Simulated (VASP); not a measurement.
Input of a VASP 6.6.1 run:

INCAR

```
PREC = Accurate
ENCUT = 520
EDIFF = 1E-6
ISMEAR = 0
SIGMA = 0.1
LREAL = False
LASPH = True
NELM = 80
ALGO = Normal
ISIF = 2
LWAVE = False
LCHARG = True
LDIPOL = True
IDIPOL = 3
DIPOL = 0.5 0.5 0.500
LELF = True
LVHAR = True
LVACPOTAV = True
NBANDS = 11
```

File KPOINTS:

```
regular mesh
0
Gamma
  15 15 1
```

POSCAR

```
Si
1.0
    3.8310000000      0.0000000000      0.0000000000
   -1.9155000000      3.3177433219      0.0000000000
    0.0000000000      0.0000000000     28.0000000000
Si
2
Direct
    0.3333333333      0.6666666667      0.5178571429
    0.6666666667      0.3333333333      0.4821428571
```

Potentials or basis: VASP PAW LDA potentials, release 64 (Si).

Run with:

```console
$ cat potpaw_LDA.64/Si/POTCAR > POTCAR
$ mpirun -np 1 vasp_std > vasp.out
```

Question: What does it give for the largest force?

Answer: 2.204 eV/Å.

Question: What does it give for the band gap on the k mesh?

Answer: Zero (bands 4 and 5 overlap by 0.56 eV).

Forces on the atoms (eV/Å):
```
Si   0.000  0.000 -2.204
Si   0.000  0.000  2.204
```
